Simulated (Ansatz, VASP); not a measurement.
# Al8N9: VASP beside Ansatz

```xyz
17
Lattice="0.0000 0.0000 5.0180 -3.1302 -5.4217 0.0000 6.2604 0.0000 0.0000" Properties=species:S:1:pos:R:3 pbc="T T T"
Al    0.0000   -1.8212    2.4947
Al    3.1302   -1.8072    2.6132
Al   -1.5530   -4.5111    2.4947
Al    1.5530   -4.5111    2.4947
Al    4.7048   -0.8981    5.0233
Al    1.5556   -0.8981    5.0233
Al    3.1302   -3.6254    5.0233
Al    0.0000   -3.6145    4.9985
N     0.0000   -1.8668    4.3668
N     3.1302   -1.8072    4.4931
N    -1.5135   -4.4883    4.3668
N     1.5135   -4.4883    4.3668
N     4.6363   -0.9377    1.9965
N     1.6242   -0.9377    1.9965
N     3.1302   -3.5463    1.9965
N     0.0000   -3.6145    1.8690
N     0.0000    0.0000    0.8270
```

Alike in both runs: functional PBE; k mesh 4 × 4 × 4; occupations gaussian, width 0.01 eV; collinear spin.

Ansatz relaxed the structure, and its values are those at the end. VASP's run is a single point on that final structure, the one shown.

|  | VASP | Ansatz |
| --- | --- | --- |
| version | VASP 6.6.1 | Ansatz 0.2.0 |
| potentials or method | VASP PAW PBE potentials, release 64 (Al, N), cutoff 520 eV | scalar-relativistic, plane waves, PAW |
| valence electrons in the cell | 69 | 69 |

```csv
,VASP,Ansatz,Ansatz less VASP
gap on the k mesh at the Fermi level (eV),0.47,0.47,-0.002
least direct gap on the mesh (eV),0.58,0.58,-0.002
rms of the force components (eV/Å),0.009,0.009,-0.0002
net moment per atom (μB),0.18,0.18,0.000
size of the moment on the site where the two differ most (μB),1.25,1.37,+0.116
```

Site moments also hang on the region over which each program counts them.
